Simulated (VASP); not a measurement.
Runs of VASP 6.6.1 on ZrC. The structure is that of space group Fm-3m (No. 225), or close to it. The cells are those of the table. 

| cell | gap on the mesh (eV) | pressure (GPa) |
| --- | --- | --- |
| a = 3.389 Å, angles 60.0°, 2 atoms | none | -10.3 |
| a = 3.205 Å, angles 60.0°, 2 atoms | none | 32.3 |
| a = 3.253 Å, angles 60.0°, 2 atoms | none | 18.2 |
| a = 3.299 Å, angles 60.0°, 2 atoms | none | (a) |

Alike in all rows: task single point; level PBE; potentials or basis VASP PAW PBE potentials, release 64 (Zr_sv, C); no spin polarisation; k mesh 8 × 8 × 8; cutoff (eV) 520; smearing fermi-dirac 0.05 eV.

Estimate the missing entries.

(a) 6.7.

A k mesh can miss the band edges, and the runs leave out spin-orbit coupling on Zr.

A gap of «none» marks levels without a gap at the run's occupations.
